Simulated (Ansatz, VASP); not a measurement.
**Ta in VASP and in Ansatz**

```
Ta
1.0
    -1.65128    1.65128    1.65128
     1.65128   -1.65128    1.65128
     1.65128    1.65128   -1.65128
Ta
1
Direct
  0.00000 0.00000 0.00000
```

Alike in both runs: task relaxation of cell and atoms; functional PBEsol; dispersion D3(BJ); k mesh 11 × 11 × 11; occupations fermi-dirac, width 0.05 eV; no spin polarisation.

|  | VASP | Ansatz |
| --- | --- | --- |
| version | VASP 6.6.1 | Ansatz 0.2.0 |
| potentials or method | VASP PAW PBE potentials, release 64 (Ta_pv), cutoff 600 eV | all-electron LAPW, scalar-relativistic |

```tsv
	VASP	Ansatz	Ansatz less VASP
relaxed volume (Å³/atom)	17.11	17.07	-0.041
relaxed cell length with the largest relative difference (Å)	2.812	2.809	-0.0022
```

VASP's potentials were made for PBE, not for PBEsol. Ansatz ran all-electron here, and VASP with PAW potentials.

Neither program's run includes spin-orbit coupling.
